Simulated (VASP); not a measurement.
Set up this calculation in VASP 6.6.1, as the native input.

- Task: single point
- Functional: PBE
- Potentials or basis: VASP PAW PBE potentials, release 64 (Si, Sb, Te)
- Cutoff: 500 eV
- k mesh: 3 × 3 × 4
- Occupations: gaussian, width 0.2 eV
- Spin: no spin polarisation
- Dipole correction: no
- Further INCAR settings: ALGO = Normal; EDIFF = 1e-06; NBANDS = 23

The structure of Si3Sb2Te lies in POSCAR:

```
Si3Sb2Te
1.0
    3.3187593209     -5.7187661946     -0.0023954474
    3.3187593209      5.7187661946     -0.0023954474
   -0.0278477335      0.0000000000      4.0216913715
Si Sb Te
3 2 1
Direct
    0.0000000000      0.5000000000      0.5000000000
    0.5000000000      0.0000000000      0.5000000000
    0.5000000000      0.5000000000      0.5000000000
    0.6671675238      0.3328324762      0.0000000000
    0.3328324762      0.6671675238      0.0000000000
    0.0000000000      0.0000000000      0.0000000000
```

These files were run (other wordings do the same):

INCAR

```
SYSTEM = Si3Sb2Te
PREC = Accurate ; ENCUT = 500
EDIFF = 1E-6 ; ISMEAR = 0
SIGMA = 0.2 ; LREAL = .FALSE.
LASPH = .TRUE. ; NELM = 120
ALGO = Normal ; ISIF = 2
LWAVE = .FALSE. ; LCHARG = .FALSE.
GGA = PE ; NBANDS = 23
GGA_COMPAT = .FALSE.
```

KPOINTS

```
regular mesh
0
G
  3 3 4
  0 0 0
```

Potentials or basis: VASP PAW PBE potentials, release 64 (Si, Sb, Te).

Run with:

```bash
$ cat potpaw_PBE.64/Si/POTCAR potpaw_PBE.64/Sb/POTCAR potpaw_PBE.64/Te/POTCAR > POTCAR
$ mpirun -np 1 vasp_std > vasp.out
```

It gave:

```yaml
Pressure: -0.4 GPa
Largest_force: 0.004 eV/Å
Band_gap_on_the_k_mesh: zero (band 14 reaches 7.09 eV, above the bottom of band 15 at 5.72 eV)
```

Caveat: the k points lie up to 0.39 Å⁻¹ apart; spin-orbit coupling is left out, which moves the levels of the heavy elements.

Run time: 27 s on 1 thread of AMD EPYC 9R45 96-Core Processor (Zen 5), with other jobs on the host, peak memory 0.23 GiB.
